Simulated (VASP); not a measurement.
# C2H2 in VASP: single point with PBE+D3(BJ)

Aim: the single point of C2H2 with PBE+D3(BJ).

Program: VASP 6.6.1. These are calculated values, not measurements. Logs are shortened: lines on timing, memory, paths and dates and some standing lists are left out, and cuts for length are marked.

### Step 1. The cell of the first run

The cell holds a molecule in a box, 4 atoms: a = 9.860 Å, b = 9.860 Å, c = 18.002 Å, α = 90.00°, β = 90.00°, γ = 120.00°.

### Step 2. Single point, PBE+D3(BJ)

File INCAR:

```
SYSTEM = HC
PREC = Accurate ; ENCUT = 520
EDIFF = 1E-6 ; ISMEAR = 0
SIGMA = 0.05 ; LREAL = .False.
LASPH = .True. ; NELM = 100
ALGO = Normal ; ISIF = 2
LWAVE = .False. ; LCHARG = .False.
LDIPOL = .True. ; IDIPOL = 3
DIPOL = 0.5 0.5 0.631 ; GGA = PE
IVDW = 12 ; NBANDS = 13
```

File KPOINTS:

```
Automatic mesh
0
Gamma
  2 2 1
  0 0 0
```

File POSCAR:

```
HC
1.0
    9.8601980332      0.0000000000      0.0000000000
   -4.9300990166      8.5391819831      0.0000000000
    0.0000000000      0.0000000000     18.0016100064
C H
2 2
Direct
    0.0803706516      0.9147835858      0.6306150172
   -0.0608661467      0.8429416767      0.6318241008
    0.2055987913      0.9784952882      0.6282577474
   -0.1862013542      0.7791857781      0.6315837494
```

Potentials or basis: VASP PAW PBE potentials, release 64 (C, H).

Command:

```sh
$ cat potpaw_PBE.64/C/POTCAR potpaw_PBE.64/H/POTCAR > POTCAR
$ mpirun -np 1 vasp_std > vasp.out
```

OUTCAR:

```text
SYSTEM = HC
   PREC = Accurate
   ENCUT = 520
   EDIFF = 1E-6
   ISMEAR = 0
   LREAL = .False.
   LASPH = .True.
   NELM = 100
   ISIF = 2
   GGA = PE
   IVDW = 12
 IVDW          = 12

 ion  position               nearest neighbor table
   1  0.080  0.915  0.631-   3 1.07   2 1.21
   2  0.939  0.843  0.632-   4 1.07   1 1.21
   3  0.206  0.978  0.628-   1 1.07
   4  0.814  0.779  0.632-   2 1.07

  LATTYP: Found a hexagonal cell.
 ALAT       =     9.8601980332
 C/A-ratio  =     1.8256844280

  Lattice vectors:

 A1 = (   9.8601980332,   0.0000000000,   0.0000000000)
 A2 = (  -4.9300990166,   8.5391819831,   0.0000000000)
 A3 = (   0.0000000000,   0.0000000000,  18.0016100064)

Analysis of symmetry for initial positions (statically):
=====================================================================
 Subroutine PRICEL returns:
 Original cell was already a primitive cell.

 Routine SETGRP: Setting up the symmetry group for a
 hexagonal supercell.

 Subroutine GETGRP returns: Found  1 space group operations
 (whereof  1 operations were pure point group operations)
 out of a pool of 24 trial point group operations.

The static configuration has the point symmetry C_1 .

Analysis of symmetry for dynamics (positions and initial velocities):
=====================================================================
 Subroutine PRICEL returns:
 Original cell was already a primitive cell.

 Routine SETGRP: Setting up the symmetry group for a
 hexagonal supercell.

 Subroutine GETGRP returns: Found  1 space group operations
 (whereof  1 operations were pure point group operations)
 out of a pool of 24 trial point group operations.

The dynamic configuration has the point symmetry C_1 .

 Subroutine INISYM returns: Found  1 space group operations
 (whereof  1 operations are pure point group operations),
 and found     1 'primitive' translations

----------------------------------------------------------------------------------------

                                     Primitive cell

  volume of cell :    1515.7000

  direct lattice vectors                    reciprocal lattice vectors
     9.860198033  0.000000000  0.000000000     0.101417841  0.058553618  0.000000000
    -4.930099017  8.539181983  0.000000000     0.000000000  0.117107236  0.000000000
     0.000000000  0.000000000 18.001610006     0.000000000  0.000000000  0.055550587

  length of vectors
     9.860198033  9.860198033 18.001610006     0.117107236  0.117107236  0.055550587

  position of ions in fractional coordinates (direct lattice)
     0.080370652  0.914783586  0.630615017
     0.939133853  0.842941677  0.631824101
     0.205598791  0.978495288  0.628257747
     0.813798646  0.779185778  0.631583749

  ion indices of the primitive-cell ions
   primitive index   ion index
                 1           1
                 2           2
                 3           3
                 4           4

----------------------------------------------------------------------------------------

 KPOINTS: Automatic mesh

Automatic generation of k-mesh.
 Grid dimensions read from file:
 generate k-points for:    2    2    1

 Generating k-lattice:

  Cartesian coordinates                     Fractional coordinates (reciprocal lattice)
     0.050708921  0.029276809  0.000000000     0.500000000  0.000000000  0.000000000
     0.000000000  0.058553618  0.000000000     0.000000000  0.500000000  0.000000000
     0.000000000  0.000000000  0.055550587     0.000000000  0.000000000  1.000000000

  Length of vectors
     0.058553618  0.058553618  0.055550587

  Shift w.r.t. Gamma in fractional coordinates (k-lattice)
     0.000000000  0.000000000  0.000000000

 Subroutine IBZKPT returns following result:
 ===========================================

 Found      4 irreducible k-points:

 Following reciprocal coordinates:
            Coordinates               Weight
  0.000000  0.000000  0.000000      1.000000
  0.500000 -0.000000  0.000000      1.000000
  0.000000  0.500000  0.000000      1.000000
  0.500000  0.500000  0.000000      1.000000
   k-points           NKPTS =      4   k-points in BZ     NKDIM =      4   number of bands    NBANDS=     13
   number of dos      NEDOS =    301   number of ions     NIONS =      4
   total plane-waves  NPLWV = 896000
   dimension x,y,z NGX =    80 NGY =   80 NGZ =  140
   dimension x,y,z NGXF=   160 NGYF=  160 NGZF=  280
   ions per type =               2   2
   NGX,Y,Z   is equivalent  to a cutoff of  13.49, 13.49, 12.93 a.u.
   NGXF,Y,Z  is equivalent  to a cutoff of  26.98, 26.98, 25.86 a.u.
 SYSTEM =  HC
   PREC   = accura    normal or accurate (medium, high low for compatibility)
   ISTART =      0    job   : 0-new  1-cont  2-samecut
   ICHARG =      2    charge: 1-file 2-atom 10-const
   ISPIN  =      1    spin polarized calculation?
   LNONCOLLINEAR =      F non collinear calculations
   LSORBIT =      F    spin-orbit coupling
   LASPH  =      T    aspherical Exc in radial PAW
   ENCUT  =  520.0 eV  38.22 Ry    6.18 a.u.  18.33 18.33 33.47*2*pi/ulx,y,z
   NELM   =    100;   NELMIN=  2; NELMDL= -5     # of ELM steps
   EDIFF  = 0.1E-05   stopping-criterion for ELM
   LREAL  =      F    real-space projection
   EDIFFG = 0.1E-04   stopping-criterion for IOM
   NSW    =      0    number of steps for IOM
   IBRION =     -1    ionic relax: 0-MD 1-quasi-New 2-CG
   NFREE  =      0    steps in history (QN), initial steepest desc. (CG)
   ISIF   =      2    stress and relaxation
   ISYM   =      2    0-nonsym 1-usesym 2-fastsym
   POTIM  = 0.5000    time-step for ionic-motion
   TEBEG  =    0.0;   TEEND  =   0.0 temperature during run
   PSTRESS=    0.0 pullay stress
   NELECT =      10.0000    total number of electrons
   NUPDOWN=      -1.0000    fix difference up-down
   EMIN   =  10.00;   EMAX   =-10.00  energy-range for DOS
   EFERMI =   0.00;   METHOD = LEGACY
   ISMEAR =     0;   SIGMA  =   0.05  broadening in eV -4-tet -1-fermi 0-gaus
   EFERMI_NEDOS =   21; number of points for ismear=-14 and -15
   IALGO  =     38    algorithm
   IMIX   =      4    mixing-type and parameters
     AMIX     =   0.40;   BMIX     =  1.00
     AMIX_MAG =   1.60;   BMIX_MAG =  1.00
  volume/ion in A,a.u.               =     378.93      2557.11
  Fermi-wavevector in a.u.,A,eV,Ry     =   0.307046  0.580233  1.282722  0.094277
  Thomas-Fermi vector in A             =   1.181560
   LORBIT       =      0    0 simple, 1 ext, 2 COOP (PROOUT), +10 PAW based schemes
   GGA     = PE    functional components
   LHFCALC =     F    Hartree Fock is set to
   AEXX    =    0.0000 exact exchange contribution
   IVDW    =    12    specifies the selected vdW correction
   LEPSILON=     F    determine dielectric tensor
   LRPA    =     F    only Hartree local field effects (RPA)
 non-spin polarized calculation
 Gauss-broadening in eV      SIGMA  =   0.05
  energy-cutoff  :      520.00
  volume of cell :     1515.70
 maximum number of plane-waves:     40858
 NGX is ok and might be reduce to    80
   NGX = 37   NGY = 37   NGZ = 67

 dipolmoment           0.000000      0.000000     -0.000001 electrons x Angstroem

 number of electron      10.0000001 magnetization

 dipolmoment           0.000000      0.000000      0.009597 electrons x Angstroem

 Free energy of the ion-electron system (eV)
  ---------------------------------------------------
  ext. energy  EPLUGINS =         0.00000000
  ---------------------------------------------------
  free energy    TOTEN  =       -22.95325803 eV

  energy without entropy =      -22.95325803  energy(sigma->0) =      -22.95325803

 E-fermi :  -6.8326     XC(G=0):  -0.5522

 val. band max:       -7.1007864684   @ k =   0.5000  -0.0000   0.0000
 cond. band min:      -0.4054293611   @ k =   0.0000   0.0000   0.0000
 fundamental gap:      6.6953571073
 Fermi energy:        -6.8326186248

 k-point     1 :       0.0000    0.0000    0.0000
  band No.  band energies     occupation
      1     -18.5212      2.00000
      2     -13.9369      2.00000
      3     -12.0723      2.00000
      4      -7.1018      2.00000
      5      -7.1008      2.00000
      6      -0.4054      0.00000
      7      -0.3733      0.00000
      8      -0.3417      0.00000
      9       0.3008      0.00000
     10       0.3404      0.00000
     11       0.6877      0.00000
     12       1.1689      0.00000
     13       1.6005      0.00000

 k-point     2 :       0.5000   -0.0000    0.0000
  band No.  band energies     occupation
      1     -18.5212      2.00000
      2     -13.9369      2.00000
      3     -12.0722      2.00000
      4      -7.1019      2.00000
      5      -7.1008      2.00000
      6      -0.3787      0.00000
      7      -0.3212      0.00000
      8      -0.1342      0.00000
      9       0.1143      0.00000
     10       0.7580      0.00000
     11       0.8199      0.00000
     12       0.8607      0.00000
     13       0.9945      0.00000

 k-point     3 :       0.0000    0.5000    0.0000
  band No.  band energies     occupation
      1     -18.5212      2.00000
      2     -13.9369      2.00000
      3     -12.0723      2.00000
      4      -7.1020      2.00000
      5      -7.1008      2.00000
      6      -0.3861      0.00000
      7      -0.3575      0.00000
      8       0.0522      0.00000
      9       0.0714      0.00000
     10       0.7060      0.00000
     11       0.7240      0.00000
     12       0.8346      0.00000
     13       0.9373      0.00000

 k-point     4 :       0.5000    0.5000    0.0000
  band No.  band energies     occupation
      1     -18.5212      2.00000
      2     -13.9369      2.00000
      3     -12.0723      2.00000
      4      -7.1020      2.00000
      5      -7.1008      2.00000
      6      -0.3842      0.00000
      7      -0.3568      0.00000
      8       0.0620      0.00000
      9       0.0673      0.00000
     10       0.7022      0.00000
     11       0.7228      0.00000
     12       0.8324      0.00000
     13       0.9307      0.00000

------------------------ aborting loop because EDIFF is reached ----------------------------------------

 vacuum level on the upper side and lower side of the slab       (xc-potential included)        -0.031        -0.051

 Edisp (eV)   -0.03626

 E8    (eV) :    -0.0105

  FORCE on cell =-STRESS in cart. coord.  units (eV):
  Direction    XX          YY          ZZ          XY          YZ          ZX
  --------------------------------------------------------------------------------------
  -------------------------------------------------------------------------------------
  Total       0.01357    -0.01788    -0.04165     0.02915    -0.00076    -0.00130
  in kB       0.01435    -0.01890    -0.04403     0.03081    -0.00080    -0.00138
  external pressure =       -0.02 kB  Pullay stress =        0.00 kB

 VOLUME and BASIS-vectors are now :
 -----------------------------------------------------------------------------
  energy-cutoff  :      520.00
  volume of cell :     1515.70
      direct lattice vectors                 reciprocal lattice vectors
     9.860198033  0.000000000  0.000000000     0.101417841  0.058553618  0.000000000
    -4.930099017  8.539181983  0.000000000     0.000000000  0.117107236  0.000000000
     0.000000000  0.000000000 18.001610006     0.000000000  0.000000000  0.055550587

 POSITION                                       TOTAL-FORCE (eV/Angst)
 -----------------------------------------------------------------------------------
     -3.71750      7.81150     11.35209         0.091378      0.054323     -0.045079
      5.10426      7.19803     11.37385        -0.095464     -0.056452     -0.042455
     -2.79683      8.35555     11.30965        -0.009667     -0.006009      0.043662
      4.18275      6.65361     11.36952         0.013752      0.008138      0.043872
 -----------------------------------------------------------------------------------
    total drift:                                0.000045     -0.000075      0.000025

  FREE ENERGIE OF THE ION-ELECTRON SYSTEM (eV)
  ---------------------------------------------------
  free  energy   TOTEN  =       -22.9895187001 eV

  energy  without entropy=      -22.9895187001  energy(sigma->0) =      -22.98951870

 vacuum level on the upper side and lower side of the slab         0.116         0.096
```

It took 7.4 min on 1 thread of AMD EPYC 7R13, shared host; peak memory 1.4 GiB.

Results:

```yaml
Free_energy: -22.9895 eV
Largest_force: 0.119 eV/Å
Gap_between_the_frontier_levels: 6.70 eV, direct
Dispersion_energy_per_atom: -0.009 eV
```

Forces in eV/Å, atoms in the order of the input:
```
C    0.091  0.054 -0.045
C   -0.095 -0.056 -0.042
H   -0.010 -0.006  0.044
H    0.014  0.008  0.044
```

Levels at points of the mesh, in eV from the valence-band top:
| k point | band 1 | band 2 | band 3 | band 4 | band 5 | band 6 | band 7 | band 8 | band 9 | band 10 |
| --- | --- | --- | --- | --- | --- | --- | --- | --- | --- | --- |
| (0.00, 0.00, 0.00) | -11.42 | -6.84 | -4.97 | 0.00 | 0.00 | 6.70 | 6.73 | 6.76 | 7.40 | 7.44 |
| (0.50, 0.00, 0.00) | -11.42 | -6.84 | -4.97 | 0.00 | 0.00 | 6.72 | 6.78 | 6.97 | 7.22 | 7.86 |
| (0.00, 0.50, 0.00) | -11.42 | -6.84 | -4.97 | 0.00 | 0.00 | 6.71 | 6.74 | 7.15 | 7.17 | 7.81 |
| (0.50, 0.50, 0.00) | -11.42 | -6.84 | -4.97 | 0.00 | 0.00 | 6.72 | 6.74 | 7.16 | 7.17 | 7.80 |
